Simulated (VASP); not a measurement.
# BaTiO3 (Pm-3m) in VASP: notebook, part 2 of 2

VASP 6.6.1.

**3. Single point, PBEsol (10.66 Å³/atom)**

This run uses another cell than the first one, of 10.66 Å³/atom.

The input, INCAR:

```
  PREC = Accurate
  ENCUT = 1340
  EDIFF = 1E-6
  ISMEAR = 0
  SIGMA = 0.05
  LREAL = F
  LASPH = T
  NELM = 120
  ALGO = Normal
  ISIF = 2
  LWAVE = F
  LCHARG = F
  GGA = PS
  NBANDS = 28
  GGA_COMPAT = F
```

The input, KPOINTS:

```
Automatic mesh
0
Gamma
  8 8 8
```

The input, POSCAR:

```
BaTiO3
1.0
    3.7628185168      0.0000000000      0.0000000000
    0.0000000000      2.6607481584      2.6607549057
    0.0000000000     -2.6607481584      2.6607549057
Ba Ti O
1 1 3
Direct
    0.0000000000     -0.0006210650     -0.0006210650
    0.5000000000      0.4993851274      0.4993851274
    0.0000000000      0.4993733970      0.4993733970
    0.5000000000      0.4993687272      0.9993738134
    0.5000000000      0.9993738134      0.4993687272
```

Potentials or basis: VASP PAW PBE potentials, release 64 (Ba_sv, Ti_sv, O_h).

On the command line:

```sh
cat potpaw_PBE.64/Ba_sv/POTCAR potpaw_PBE.64/Ti_sv/POTCAR potpaw_PBE.64/O_h/POTCAR > POTCAR
mpirun -np 1 vasp_std > vasp.out
```

OUTCAR:

```text
PREC = Accurate
   ENCUT = 1340
   EDIFF = 1E-6
   ISMEAR = 0
   LREAL = F
   LASPH = T
   NELM = 120
   ISIF = 2
   GGA = PS

 ion  position               nearest neighbor table
   1  0.000  0.999  0.999-   4 2.66   5 2.66   4 2.66   5 2.66   3 2.66   3 2.66   3 2.66   5 2.66
                             4 2.66   5 2.66   4 2.66   3 2.66   2 3.26   2 3.26   2 3.26   2 3.26
   2  0.500  0.499  0.499-   4 1.88   5 1.88   3 1.88   3 1.88   5 1.88   4 1.88   1 3.26   1 3.26
                             1 3.26   1 3.26   1 3.26   1 3.26   1 3.26   1 3.26
   3  0.000  0.499  0.499-   2 1.88   2 1.88   1 2.66   1 2.66   1 2.66   1 2.66
   4  0.500  0.499  0.999-   2 1.88   2 1.88   1 2.66   1 2.66   1 2.66   1 2.66
   5  0.500  0.999  0.499-   2 1.88   2 1.88   1 2.66   1 2.66   1 2.66   1 2.66

  LATTYP: Found a simple tetragonal cell.
 ALAT       =     3.7628709027
 C/A-ratio  =     0.9999860782

  Lattice vectors:

 A1 = (   0.0000000000,   2.6607481584,   2.6607549057)
 A2 = (   0.0000000000,  -2.6607481584,   2.6607549057)
 A3 = (   3.7628185168,   0.0000000000,   0.0000000000)

Analysis of symmetry for initial positions (statically):
=====================================================================
 Subroutine PRICEL returns:
 Original cell was already a primitive cell.

 Routine SETGRP: Setting up the symmetry group for a
 simple tetragonal supercell.

 Subroutine GETGRP returns: Found  4 space group operations
 (whereof  4 operations were pure point group operations)
 out of a pool of 16 trial point group operations.

The static configuration has the point symmetry C_2v.

Analysis of symmetry for dynamics (positions and initial velocities):
=====================================================================
 Subroutine PRICEL returns:
 Original cell was already a primitive cell.

 Routine SETGRP: Setting up the symmetry group for a
 simple tetragonal supercell.

[... 125 lines left out ...]
   ISMEAR =     0;   SIGMA  =   0.05  broadening in eV -4-tet -1-fermi 0-gaus
   EFERMI_NEDOS =   21; number of points for ismear=-14 and -15
   IALGO  =     38    algorithm
   IMIX   =      4    mixing-type and parameters
     AMIX     =   0.40;   BMIX     =  1.00
     AMIX_MAG =   1.60;   BMIX_MAG =  1.00
  volume/ion in A,a.u.               =      10.66        71.91
  Fermi-wavevector in a.u.,A,eV,Ry     =   1.487913  2.811748 30.121734  2.213885
  Thomas-Fermi vector in A             =   2.601014
   LORBIT       =      0    0 simple, 1 ext, 2 COOP (PROOUT), +10 PAW based schemes
   GGA     = PS    functional components
   LHFCALC =     F    Hartree Fock is set to
   AEXX    =    0.0000 exact exchange contribution
   IVDW    =     0    specifies the selected vdW correction
   LEPSILON=     F    determine dielectric tensor
   LRPA    =     F    only Hartree local field effects (RPA)
 non-spin polarized calculation
 Gauss-broadening in eV      SIGMA  =   0.05
  energy-cutoff  :     1340.00
  volume of cell :       53.28
 maximum number of plane-waves:      6031
 NGX is ok and might be reduce to    48
   NGX = 23   NGY = 23   NGZ = 23

 number of electron      39.9999996 magnetization

 Free energy of the ion-electron system (eV)
  ---------------------------------------------------
  ext. energy  EPLUGINS =         0.00000000
  ---------------------------------------------------
  free energy    TOTEN  =       -40.79841293 eV

  energy without entropy =      -40.79841293  energy(sigma->0) =      -40.79841293

 E-fermi :   5.9975     XC(G=0): -12.5240

 val. band max:        5.7878715770   @ k =   0.0000   0.0000   0.0000
 cond. band min:       7.7042882249   @ k =   0.0000   0.0000   0.0000
 fundamental gap:      1.9164166479
 Fermi energy:         5.9974941472

 k-point     1 :       0.0000    0.0000    0.0000
  band No.  band energies     occupation
      1     -49.8654      2.00000
      2     -26.3308      2.00000
      3     -26.3308      2.00000
      4     -26.3308      2.00000
      5     -18.8368      2.00000
      6     -11.4470      2.00000
[... 733 lines left out ...]
     27      15.3229      0.00000
     28      16.6916      0.00000

 [... further k-points ...]
[... 5 lines left out ...]
  --------------------------------------------------------------------------------------
  -------------------------------------------------------------------------------------
  Total       14.9105116     14.9107806     14.9090253      0.0000000      0.0000000      0.0000000
  in kB      448.3851454    448.3932353    448.3404498      0.0000000      0.0000000      0.0000000
  external PRESSURE =     448.3729435 kB  Pullay stress =       0.0000000 kB

 VOLUME and BASIS-vectors are now :
 -----------------------------------------------------------------------------
  energy-cutoff  :     1340.00
  volume of cell :       53.28
      direct lattice vectors                 reciprocal lattice vectors
     3.762818517  0.000000000  0.000000000     0.265758233  0.000000000  0.000000000
     0.000000000  2.660748158  2.660754906     0.000000000  0.187917071  0.187916594
     0.000000000 -2.660748158  2.660754906     0.000000000 -0.187917071  0.187916594

 POSITION                                       TOTAL-FORCE (eV/Angst)
 -----------------------------------------------------------------------------------
      0.00000      0.00000      5.31820         0.000000     -0.000000     -0.000036
      1.88141      0.00000      2.65748         0.000000     -0.000000     -0.000216
      0.00000      0.00000      2.65742         0.000000     -0.000000     -0.000043
      1.88141     -1.33039      3.98779         0.000000     -0.000049      0.000147
      1.88141      1.33039      3.98779         0.000000      0.000049      0.000147
 -----------------------------------------------------------------------------------
    total drift:                                0.000000     -0.000000     -0.000504

  FREE ENERGIE OF THE ION-ELECTRON SYSTEM (eV)
  ---------------------------------------------------
  free  energy   TOTEN  =       -40.7984129328 eV

  energy  without entropy=      -40.7984129328  energy(sigma->0) =      -40.79841293
```

OSZICAR:

```text
N       E                     dE             d eps       ncg     rms          rms(c)
DAV:   1     0.696956029468E+03    0.69696E+03   -0.37008E+04  5880   0.323E+03
DAV:   2     0.751766788670E+02   -0.62178E+03   -0.59208E+03  6112   0.680E+02
DAV:   3    -0.420821377295E+02   -0.11726E+03   -0.10970E+03  8292   0.220E+02
DAV:   4    -0.501273768838E+02   -0.80452E+01   -0.80149E+01  7944   0.570E+01
DAV:   5    -0.504055442088E+02   -0.27817E+00   -0.27791E+00  8820   0.989E+00    0.293E+01
DAV:   6    -0.406519763103E+02    0.97536E+01   -0.45277E+01  8428   0.727E+01    0.115E+01
DAV:   7    -0.408358668029E+02   -0.18389E+00   -0.63979E+00  8008   0.189E+01    0.902E+00
DAV:   8    -0.408204904821E+02    0.15376E-01   -0.10176E+00  7404   0.103E+01    0.176E+00
DAV:   9    -0.408070827657E+02    0.13408E-01   -0.18916E-01  7880   0.415E+00    0.972E-01
DAV:  10    -0.408060229558E+02    0.10598E-02   -0.12485E-01  7824   0.239E+00    0.781E-01
DAV:  11    -0.407984461410E+02    0.75768E-02   -0.38237E-02  9340   0.146E+00    0.126E-01
DAV:  12    -0.407983720955E+02    0.74046E-04   -0.25159E-03  6868   0.482E-01    0.430E-02
DAV:  13    -0.407984250667E+02   -0.52971E-04   -0.17002E-04  8324   0.105E-01    0.528E-02
DAV:  14    -0.407984123142E+02    0.12752E-04   -0.10658E-04  8856   0.101E-01    0.971E-03
DAV:  15    -0.407984132582E+02   -0.94394E-06   -0.13597E-05  7236   0.324E-02    0.580E-03
DAV:  16    -0.407984129328E+02    0.32539E-06   -0.10770E-06  4888   0.122E-02
   1 F= -.40798413E+02 E0= -.40798413E+02  d E =-.382821E-11
```

Wall time 12 min (1 thread of Intel Xeon Platinum 8259CL at 2.50GHz (Skylake/Cascade Lake), shared host); peak memory 0.79 GiB.

Results:

```
Free energy            : -40.7984 eV
Pressure               : 44.8 GPa
Band gap on the k mesh : 1.92 eV
```

Caveat: the cell stands under pressure; the PAW data sets were made with another functional, which shifts forces and pressure a little; spin-orbit coupling is left out, which moves the levels of the heavy elements.
